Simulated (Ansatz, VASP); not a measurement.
# Ag: VASP beside Ansatz

The input INCAR:

```
SYSTEM = Ag
ALGO = Normal
EDIFF = 1E-7
EDIFFG = -0.01
ENCUT = 600
IBRION = 2
ISIF = 3
ISMEAR = 1
LASPH = .True.
LCHARG = .False.
LREAL = .False.
LWAVE = .False.
NELM = 100
NSW = 100
PREC = Accurate
SIGMA = 0.05
```

The input KPOINTS:

```
k-points
0
Gamma
  13 13 13
  0 0 0
```

POSCAR

```
Ag
1.0
    2.8888850000      0.0000000000      0.0000000000
    1.4444425000      2.5018477986      0.0000000000
    1.4444425000      0.8339492662      2.3587647252
Ag
1
Direct
    0.0000000000      0.0000000000      0.0000000000
```

Input for Ansatz:

```yaml
crystal:
  lattice:
    a: 2.888885
    b: 2.888885
    c: 2.888885
    alpha: 60.0
    beta: 60.0
    gamma: 60.0
  atoms:
    - { symbol: Ag, position: [0.0, 0.0, 0.0] }
kpoints:
  mp_grid:
    grid: [13, 13, 13]
hamiltonian:
  xc: lda
  dispersion: none
scf:
  occupations:
    method: cold
    width: 0.05
relax:
  f_tol: 0.01
  max_steps: 100
  cell: {}
```

Alike in both runs: task relaxation of cell and atoms; functional LDA; k mesh 13 × 13 × 13; no spin polarisation.

```csv
,VASP,Ansatz
version,VASP 6.6.1,Ansatz 0.2.0
potentials or method,"VASP PAW LDA potentials, release 64 (Ag)","plane waves, PAW"
plane-wave cutoff (eV),600,420
occupations,"methfessel-paxton of order 1, width 0.05 eV","cold, width 0.05 eV"
valence electrons in the cell,11,19
```

```csv
,VASP,Ansatz,Ansatz less VASP
relaxed volume (Å³/atom),16.01,15.98,-0.028
relaxed cell length with the largest relative difference (Å),2.829,2.827,-0.0016
```

LDA's correlation is that of Perdew and Zunger in VASP and of Perdew and Wang (1992) in Ansatz. VASP's potentials hold 11 valence electrons a cell and Ansatz's 19, so a difference there can come from the potentials and not from the codes.
